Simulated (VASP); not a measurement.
# Al4Ga11N16 (a cell with a defect) in VASP: notebook

Runs on Al4Ga11N16 (a cell with a defect). Level: PBEsol. Tasks: relaxation of the atoms, single point.

Everything below comes from runs of VASP 6.6.1. Logs are shortened: lines on timing, memory, paths and dates and some standing lists are left out, and cuts for length are marked.

### Step 1. The cell of the first run

The cell holds a defect, 31 atoms: a = 7.738 Å, b = 7.738 Å, c = 7.738 Å, α = 109.47°, β = 109.47°, γ = 109.47°.

### Step 2. Relaxation of the atoms, PBEsol (atoms taken out)

Contents of INCAR:

```
SYSTEM = Al4Ga11N16
  PREC = Accurate
  ENCUT = 520
  EDIFF = 1E-6
  ISMEAR = 0
  SIGMA = 0.01
  LREAL = Auto
  LASPH = .True.
  NELM = 60
  ALGO = Normal
  ISIF = 2
  LWAVE = .False.
  LCHARG = .False.
  GGA = PS
  IBRION = 2
  NSW = 65
  EDIFFG = -0.025
  NELECT = 236.0
  KPAR = 2
```

Contents of KPOINTS:

```
Automatic mesh
0
Gamma
  2 2 2
  0.5 0.5 0.5
```

Contents of POSCAR:

```
Al4Ga11N16
1.0
   -4.4676279237      4.4676279237      4.4676279237
    4.4676279237     -4.4676279237      4.4676279237
    4.4676279237      4.4676279237     -4.4676279237
Al Ga N
4 11 16
Direct
    0.0014184516      0.5009480169      0.5000000000
    0.5009480169      0.0014184516      0.5000000000
    0.4985815484      0.4985815484     -0.0004704347
   -0.0009480169     -0.0009480169      0.0004704347
    0.7500000000      0.7500000000      0.5000000000
    0.7500000000      0.2500000000      0.0000000000
    0.2500000000      0.7500000000      0.0000000000
    0.2495954006      0.4985726594      0.2526336464
    0.7540609870      0.0014273406      0.2510227412
    0.7459390130      0.4969617542      0.7473663536
    0.2504045994      0.0030382458      0.7489772588
    0.4969617542      0.7459390130      0.7473663536
    0.0030382458      0.2504045994      0.7489772588
    0.0014273406      0.7540609870      0.2510227412
    0.4985726594      0.2495954006      0.2526336464
    0.5208803755      0.5208803755      0.7767335519
   -0.0009803207     -0.0009803207      0.7539026374
   -0.0012142189      0.4996195533      0.2538789957
    0.4996195533     -0.0012142189      0.2538789957
    0.5009803207      0.7548829581      0.5000000000
   -0.0208803755      0.2558531764      0.5000000000
    0.0003804467      0.7542594423     -0.0008337722
    0.5012142189      0.2550932146      0.0008337722
    0.7548829581      0.5009803207      0.5000000000
    0.2558531764     -0.0208803755      0.5000000000
    0.2550932146      0.5012142189      0.0008337722
    0.7542594423      0.0003804467     -0.0008337722
    0.2441468236      0.2441468236      0.2232664481
    0.7451170419      0.7451170419      0.2460973626
    0.7457405577      0.2449067854      0.7461210043
    0.2449067854      0.7457405577      0.7461210043
```

Potentials or basis: VASP PAW PBE potentials, release 64 (Al, Ga_d, N).

Launch:

```bash
> cat potpaw_PBE.64/Al/POTCAR potpaw_PBE.64/Ga_d/POTCAR potpaw_PBE.64/N/POTCAR > POTCAR
> mpirun -np 4 vasp_std > vasp.out
```

OUTCAR:

```text
SYSTEM = Al4Ga11N16
   PREC = Accurate
   ENCUT = 520
   EDIFF = 1E-6
   ISMEAR = 0
   LREAL = Auto
   LASPH = .True.
   NELM = 60
   ISIF = 2
   GGA = PS
   IBRION = 2
   NSW = 65
   EDIFFG = -0.025
   NELECT = 236.0

 ion  position               nearest neighbor table
   1  0.001  0.501  0.500-  21 1.85  18 1.89  31 1.89  24 1.91   8 3.13  12 3.13
   2  0.501  0.001  0.500-  25 1.85  19 1.89  30 1.89  20 1.91  10 3.13  15 3.13
   3  0.499  0.499  1.000-  16 1.85  23 1.89  26 1.89  29 1.91  11 3.13  13 3.13
   4  0.999  0.999  0.000-  28 1.85  27 1.89  22 1.89  17 1.91   9 3.13  14 3.13
   5  0.750  0.750  0.500-  20 1.94  24 1.94  17 1.94  29 1.94
   6  0.750  0.250  0.000-  27 1.94  23 1.94  18 1.94  30 1.94
   7  0.250  0.750  0.000-  22 1.94  26 1.94  19 1.94  31 1.94
   8  0.250  0.499  0.253-  28 1.89  18 1.95  20 1.95  26 1.97   1 3.13
   9  0.754  0.001  0.251-  21 1.89  27 1.95  29 1.95  19 1.97   4 3.13
  10  0.746  0.497  0.747-  16 1.89  30 1.95  24 1.95  22 1.97   2 3.13
  11  0.250  0.003  0.749-  25 1.89  23 1.95  17 1.95  31 1.97   3 3.13
  12  0.497  0.746  0.747-  16 1.89  31 1.95  20 1.95  27 1.97   1 3.13
  13  0.003  0.250  0.749-  21 1.89  26 1.95  17 1.95  30 1.97   3 3.13
  14  0.001  0.754  0.251-  25 1.89  22 1.95  29 1.95  18 1.97   4 3.13
  15  0.499  0.250  0.253-  28 1.89  19 1.95  24 1.95  23 1.97   2 3.13
  16  0.521  0.521  0.777-   3 1.85  10 1.89  12 1.89
  17  0.999  0.999  0.754-   4 1.91   5 1.94  11 1.95  13 1.95
  18  0.999  0.500  0.254-   1 1.89   6 1.94   8 1.95  14 1.97
  19  0.500  0.999  0.254-   2 1.89   7 1.94  15 1.95   9 1.97
  20  0.501  0.755  0.500-   2 1.91   5 1.94   8 1.95  12 1.95
  21  0.979  0.256  0.500-   1 1.85   9 1.89  13 1.89
  22  0.000  0.754  0.999-   4 1.89   7 1.94  14 1.95  10 1.97
  23  0.501  0.255  0.001-   3 1.89   6 1.94  11 1.95  15 1.97
  24  0.755  0.501  0.500-   1 1.91   5 1.94  10 1.95  15 1.95
  25  0.256  0.979  0.500-   2 1.85  11 1.89  14 1.89
  26  0.255  0.501  0.001-   3 1.89   7 1.94  13 1.95   8 1.97
  27  0.754  0.000  0.999-   4 1.89   6 1.94   9 1.95  12 1.97
  28  0.244  0.244  0.223-   4 1.85   8 1.89  15 1.89
  29  0.745  0.745  0.246-   3 1.91   5 1.94   9 1.95  14 1.95
  30  0.746  0.245  0.746-   2 1.89   6 1.94  10 1.95  13 1.97
  31  0.245  0.746  0.746-   1 1.89   7 1.94  12 1.95  11 1.97

  LATTYP: Found a body centered cubic cell.
 ALAT       =     8.9352558474

  Lattice vectors:

 A1 = (  -4.4676279237,   4.4676279237,   4.4676279237)
 A2 = (   4.4676279237,  -4.4676279237,   4.4676279237)
 A3 = (   4.4676279237,   4.4676279237,  -4.4676279237)

Analysis of symmetry for initial positions (statically):
=====================================================================
 Subroutine PRICEL returns:
 Original cell was already a primitive cell.

 Routine SETGRP: Setting up the symmetry group for a
 body centered cubic supercell.

 Subroutine GETGRP returns: Found  8 space group operations
 (whereof  2 operations were pure point group operations)
 out of a pool of 48 trial point group operations.

The static configuration has the point symmetry C_1h.
 The point group associated with its full space group is D_2d.

Analysis of symmetry for dynamics (positions and initial velocities):
=====================================================================
 Subroutine PRICEL returns:
 Original cell was already a primitive cell.

 Routine SETGRP: Setting up the symmetry group for a
 body centered cubic supercell.

 Subroutine GETGRP returns: Found  8 space group operations
 (whereof  2 operations were pure point group operations)
 out of a pool of 48 trial point group operations.

The dynamic configuration has the point symmetry C_1h.
 The point group associated with its full space group is D_2d.

 Subroutine INISYM returns: Found  8 space group operations
 (whereof  2 operations are pure point group operations),
 and found     1 'primitive' translations

----------------------------------------------------------------------------------------

                                     Primitive cell

  volume of cell :     356.6900

  direct lattice vectors                    reciprocal lattice vectors
    -4.467627924  4.467627924  4.467627924     0.000000000  0.111916213  0.111916213
     4.467627924 -4.467627924  4.467627924     0.111916213  0.000000000  0.111916213
     4.467627924  4.467627924 -4.467627924     0.111916213  0.111916213  0.000000000

  length of vectors
     7.738158553  7.738158553  7.738158553     0.158273427  0.158273427  0.158273427

  position of ions in fractional coordinates (direct lattice)
     0.001418452  0.500948017  0.500000000
     0.500948017  0.001418452  0.500000000
[... 71 lines left out ...]

 Generating k-lattice:

  Cartesian coordinates                     Fractional coordinates (reciprocal lattice)
     0.000000000  0.055958107  0.055958107     0.500000000  0.000000000  0.000000000
     0.055958107  0.000000000  0.055958107     0.000000000  0.500000000  0.000000000
     0.055958107  0.055958107  0.000000000     0.000000000  0.000000000  0.500000000

  Length of vectors
     0.079136713  0.079136713  0.079136713

  Shift w.r.t. Gamma in fractional coordinates (k-lattice)
     0.500000000  0.500000000  0.500000000

 Subroutine IBZKPT returns following result:
 ===========================================

 Found      3 irreducible k-points:

 Following reciprocal coordinates:
            Coordinates               Weight
  0.250000  0.250000  0.250000      2.000000
 -0.250000  0.250000  0.250000      4.000000
  0.250000  0.250000 -0.250000      2.000000
   k-points           NKPTS =      3   k-points in BZ     NKDIM =      3   number of bands    NBANDS=    142
   number of dos      NEDOS =    301   number of ions     NIONS =     31
   total plane-waves  NPLWV = 216000
   dimension x,y,z NGX =    60 NGY =   60 NGZ =   60
   dimension x,y,z NGXF=   120 NGYF=  120 NGZF=  120
   ions per type =               4  11  16
   NGX,Y,Z   is equivalent  to a cutoff of  12.89, 12.89, 12.89 a.u.
   NGXF,Y,Z  is equivalent  to a cutoff of  25.78, 25.78, 25.78 a.u.
 SYSTEM =  Al4Ga11N16
   PREC   = accura    normal or accurate (medium, high low for compatibility)
   ISTART =      0    job   : 0-new  1-cont  2-samecut
   ICHARG =      2    charge: 1-file 2-atom 10-const
   ISPIN  =      1    spin polarized calculation?
   LNONCOLLINEAR =      F non collinear calculations
   LSORBIT =      F    spin-orbit coupling
   LASPH  =      T    aspherical Exc in radial PAW
   ENCUT  =  520.0 eV  38.22 Ry    6.18 a.u.  14.39 14.39 14.39*2*pi/ulx,y,z
   NELM   =     60;   NELMIN=  2; NELMDL= -5     # of ELM steps
   EDIFF  = 0.1E-05   stopping-criterion for ELM
   LREAL  =      T    real-space projection
   EDIFFG = -.3E-01   stopping-criterion for IOM
   NSW    =     65    number of steps for IOM
   IBRION =      2    ionic relax: 0-MD 1-quasi-New 2-CG
   NFREE  =      1    steps in history (QN), initial steepest desc. (CG)
   ISIF   =      2    stress and relaxation
   ISYM   =      2    0-nonsym 1-usesym 2-fastsym
   POTIM  = 0.5000    time-step for ionic-motion
   TEBEG  =    0.0;   TEEND  =   0.0 temperature during run
   PSTRESS=    0.0 pullay stress
   NELECT =     236.0000    total number of electrons
   NUPDOWN=      -1.0000    fix difference up-down
   EMIN   =  10.00;   EMAX   =-10.00  energy-range for DOS
   EFERMI =   0.00;   METHOD = LEGACY
   ISMEAR =     0;   SIGMA  =   0.01  broadening in eV -4-tet -1-fermi 0-gaus
   EFERMI_NEDOS =   21; number of points for ismear=-14 and -15
   IALGO  =     38    algorithm
   IMIX   =      4    mixing-type and parameters
     AMIX     =   0.40;   BMIX     =  1.00
     AMIX_MAG =   1.60;   BMIX_MAG =  1.00
  volume/ion in A,a.u.               =      11.51        77.65
  Fermi-wavevector in a.u.,A,eV,Ry     =   1.426533  2.695757 27.687809  2.034997
  Thomas-Fermi vector in A             =   2.546800
   LORBIT       =      0    0 simple, 1 ext, 2 COOP (PROOUT), +10 PAW based schemes
   GGA     = PS    functional components
   LHFCALC =     F    Hartree Fock is set to
   AEXX    =    0.0000 exact exchange contribution
   IVDW    =     0    specifies the selected vdW correction
   LEPSILON=     F    determine dielectric tensor
   LRPA    =     F    only Hartree local field effects (RPA)
 conjugate gradient relaxation of ions
 non-spin polarized calculation
 Gauss-broadening in eV      SIGMA  =   0.01
  energy-cutoff  :      520.00
  volume of cell :      356.69
 maximum number of plane-waves:      9604
 NGX is ok and might be reduce to    60
   NGX = 29   NGY = 29   NGZ = 29

--------------------------------------- Ionic step        1  -------------------------------------------

 number of electron     235.9999978 magnetization

 Free energy of the ion-electron system (eV)
  ---------------------------------------------------
  ext. energy  EPLUGINS =         0.00000000
  ---------------------------------------------------
  free energy    TOTEN  =      -203.42867538 eV

  energy without entropy =     -203.42481968  energy(sigma->0) =     -203.42674753

------------------------ aborting loop because EDIFF is reached ----------------------------------------

  FORCE on cell =-STRESS in cart. coord.  units (eV):
  Direction    XX          YY          ZZ          XY          YZ          ZX
  --------------------------------------------------------------------------------------
  -------------------------------------------------------------------------------------
  Total       11.5704433     11.5704433     10.0966299      0.0000000     -0.0000000      0.0000000
  in kB       51.9720205     51.9720205     45.3519577      0.0000000     -0.0000000      0.0000000
  external PRESSURE =      49.7653329 kB  Pullay stress =       0.0000000 kB
[... 312 lines left out ...]
--------------------------------------- Ionic step        6  -------------------------------------------

 number of electron     235.9999985 magnetization

 Free energy of the ion-electron system (eV)
  ---------------------------------------------------
  ext. energy  EPLUGINS =         0.00000000
  ---------------------------------------------------
  free energy    TOTEN  =      -203.43401398 eV

  energy without entropy =     -203.43024196  energy(sigma->0) =     -203.43212797

 E-fermi :   5.1373     XC(G=0): -11.4963

 val. band max:        5.0918184009   @ k =   0.2500   0.2500  -0.2500
 cond. band min:       5.1393322180   @ k =   0.2500   0.2500   0.2500
 fundamental gap:      0.0475138171
 Fermi energy:         5.1372906491

 k-point     1 :       0.2500    0.2500    0.2500
  band No.  band energies     occupation
      1     -10.3915      2.00000
      2     -10.3476      2.00000
      3     -10.3476      2.00000
      4     -10.1515      2.00000
      5      -9.8348      2.00000
      6      -9.8336      2.00000
[... 388 lines left out ...]
    129      10.8029      0.00000
    130      11.2234      0.00000
 [bands above 130 left out]

------------------------ aborting loop because EDIFF is reached ----------------------------------------

  FORCE on cell =-STRESS in cart. coord.  units (eV):
  Direction    XX          YY          ZZ          XY          YZ          ZX
  --------------------------------------------------------------------------------------
  -------------------------------------------------------------------------------------
  Total       11.9026943     11.9026943     10.0636215      0.0000000     -0.0000000     -0.0000000
  in kB       53.4644226     53.4644226     45.2036906      0.0000000     -0.0000000     -0.0000000
  external PRESSURE =      50.7108453 kB  Pullay stress =       0.0000000 kB
[... 46 lines left out ...]
  FREE ENERGIE OF THE ION-ELECTRON SYSTEM (eV)
  ---------------------------------------------------
  free  energy   TOTEN  =      -203.4340139778 eV

  energy  without entropy=     -203.4302419556  energy(sigma->0) =     -203.43212797

 reached required accuracy - stopping structural energy minimisation
```

It took 8.8 min on 4 MPI ranks of Intel Xeon Platinum 8375C at 2.90GHz (Ice Lake), shared host; peak memory 0.39 GiB.

What came out:

```
Free energy                  : -203.4340 eV
Energy gained by relaxing    : 0.2 meV/atom
Ionic steps                  : 6
Largest force after relaxing : 0.021 eV/Å
```

Forces in eV/Å, atoms in the order of the input:
```
Al   0.011 -0.011 -0.003
Al  -0.011  0.011 -0.003
Al   0.011  0.011  0.003
Al  -0.011 -0.011  0.003
Ga   0.000  0.000  0.000
Ga   0.000  0.000  0.000
Ga   0.000  0.000  0.000
Ga  -0.006 -0.009 -0.005
Ga   0.006 -0.009  0.005
Ga   0.006  0.009 -0.005
Ga  -0.006  0.009  0.005
Ga   0.009  0.006 -0.005
Ga   0.009 -0.006  0.005
Ga  -0.009  0.006  0.005
Ga  -0.009 -0.006 -0.005
N    0.010  0.010 -0.010
N   -0.005 -0.005  0.002
N    0.005 -0.020  0.000
N   -0.020  0.005  0.000
N   -0.005  0.005 -0.002
N    0.010 -0.010  0.010
N   -0.020 -0.005  0.000
N    0.005  0.020  0.000
N    0.005 -0.005 -0.002
N   -0.010  0.010  0.010
N    0.020  0.005  0.000
N   -0.005 -0.020  0.000
N   -0.010 -0.010 -0.010
N    0.005  0.005  0.002
N   -0.005  0.020  0.000
N    0.020 -0.005  0.000
```

The path:
```csv
step,energy change (eV),largest force (eV/Å),pressure (GPa)
1,0.0000,0.1122,4.98
2,-0.0039,0.0806,5.05
3,-0.0040,0.0534,5.03
4,-0.0048,0.0311,5.06
5,-0.0048,0.0402,5.06
6,-0.0053,0.0206,5.07
```

Final structure:
```xyz
31
Lattice="-4.4676 4.4676 4.4676 4.4676 -4.4676 4.4676 4.4676 4.4676 -4.4676" Properties=species:S:1:pos:R:3 pbc="T T T"
Al    4.4674    0.0003    0.0068
Al    0.0003    4.4674    0.0068
Al    4.4674    4.4674   -0.0068
Al    0.0003    0.0003    8.9285
Ga    2.2338    2.2338    4.4676
Ga   -2.2338    2.2338    4.4676
Ga    2.2338   -2.2338    4.4676
Ga    2.2403    0.0205    2.2087
Ga   -2.2403    4.4881    2.2589
Ga    2.2274    4.4472    2.2087
Ga    2.2403    4.4472   -2.2087
Ga    4.4472    2.2274    2.2087
Ga    4.4472    2.2403   -2.2087
Ga    4.4881   -2.2403    2.2589
Ga    0.0205    2.2403    2.2087
N     3.4751    3.4751    1.1837
N     3.3649    3.3649    5.5598
N    -1.0965    3.3662    5.5599
N     3.3662   -1.0965    5.5599
N     3.3649    1.1027    3.3755
N    -0.9925    5.4602    3.2839
N     7.8338    1.0965   -1.0922
N    -1.0965    1.1015    3.3754
N     1.1027    3.3649    3.3755
N     5.4602   -0.9925    3.2839
N     1.1015   -1.0965    3.3754
N     1.0965    7.8338   -1.0922
N     0.9925    0.9925    1.1837
N     1.1027    1.1027    5.5598
N     1.0965    5.5691    1.0922
N     5.5691    1.0965    1.0922
```

Levels at points of the mesh, in eV from the Fermi level:
```csv
k point,band 115,band 116,band 117,band 118,band 119,band 120,band 121,band 122
"(0.25, 0.25, 0.25)",-0.83,-0.83,0.00,0.00,0.01,4.25,4.33,4.33
```

Caveat: the k points lie up to 0.50 Å⁻¹ apart; the cell carries a net charge on a neutralising background, which shifts energy and pressure; the cell differs from its parent crystal (atoms taken out); the cell is charged against a uniform background, so pressure and absolute levels hang on convention; the PAW data sets were made with another functional, which shifts forces and pressure a little.

### Step 3. Single point, PBEsol, collinear spin (atoms taken out, then relaxed in part)

Contents of INCAR:

```
SYSTEM = Al4Ga11N16
PREC = Accurate
ENCUT = 520
EDIFF = 1E-6
ISMEAR = 0
SIGMA = 0.01
LREAL = Auto
LASPH = .True.
NELM = 150
ALGO = Normal
ISIF = 2
LWAVE = .False.
LCHARG = .False.
ISPIN = 2
MAGMOM = 0 0 0 0 0 0 0 0 0 0 0 0 0 0 0 0.5 0 0 0 0 0.5 0 0 0 0.5 0 0 0.5 0 0 0
LORBIT = 11
GGA = PS
NBANDS = 142
NELECT = 236.0
```

KPOINTS is that of step 2.

POSCAR is that of step 2.

Potentials or basis: VASP PAW PBE potentials, release 64 (Al, Ga_d, N).

Launch:

```bash
> cat potpaw_PBE.64/Al/POTCAR potpaw_PBE.64/Ga_d/POTCAR potpaw_PBE.64/N/POTCAR > POTCAR
> mpirun -np 1 vasp_std > vasp.out
```

Wall time 35 min (1 thread of Oxide Virtual Turin-like, shared host); peak memory 0.73 GiB.

It converged, with:

```
Free energy                                           : -203.7241 eV
Largest force                                         : 0.024 eV/Å
Net moment                                            : 2.00 μB per cell
Site moments                                          : Al -0.00; Ga +0.01, +0.00 (each value once); N +0.28, +0.02, +0.03 (each value once) μB
Valence electrons inside the program's atomic spheres : Al 0.83; Ga 11.93; N 3.71, 3.76 (each value once)
```

Forces in eV/Å, atoms in the order of the input:
```
Al  -0.004  0.004  0.009
Al   0.004 -0.004  0.009
Al  -0.004 -0.004 -0.009
Al   0.004  0.004 -0.009
Ga   0.000  0.000  0.000
Ga   0.000  0.000  0.000
Ga   0.000  0.000  0.000
Ga   0.004  0.011 -0.011
Ga  -0.004  0.011  0.011
Ga  -0.004 -0.011 -0.011
Ga   0.004 -0.011  0.011
Ga  -0.011 -0.004 -0.011
Ga  -0.011  0.004  0.011
Ga   0.011 -0.004  0.011
Ga   0.011  0.004 -0.011
N    0.004  0.004  0.023
N   -0.007 -0.007  0.004
N   -0.010 -0.005  0.004
N   -0.005 -0.010  0.004
N   -0.007  0.007 -0.004
N    0.004 -0.004 -0.023
N   -0.005  0.010 -0.004
N   -0.010  0.005 -0.004
N    0.007 -0.007 -0.004
N   -0.004  0.004 -0.023
N    0.005 -0.010 -0.004
N    0.010 -0.005 -0.004
N   -0.004 -0.004  0.023
N    0.007  0.007  0.004
N    0.010  0.005  0.004
N    0.005  0.010  0.004
```

Levels at points of the mesh, in eV from the Fermi level:
Spin up:
```csv
k point,band 116,band 117,band 118,band 119,band 120,band 121,band 122,band 123
"(0.25, 0.25, 0.25)",-1.16,-0.65,-0.64,-0.64,3.92,4.00,4.00,4.47
```
Spin down:
```
           k point  band 113  band 114  band 115  band 116  band 117  band 118  band 119  band 120  band 121  band 122
(0.25, 0.25, 0.25)     -1.09     -1.09     -1.09     -1.04      0.05      0.05      0.07      3.99      4.06      4.06
```

Caveat: the k points lie up to 0.50 Å⁻¹ apart; the cell carries a net charge on a neutralising background, which shifts energy and pressure; the cell differs from its parent crystal (atoms taken out, then relaxed in part); the cell is charged against a uniform background, so pressure and absolute levels hang on convention; the PAW data sets were made with another functional, which shifts forces and pressure a little.
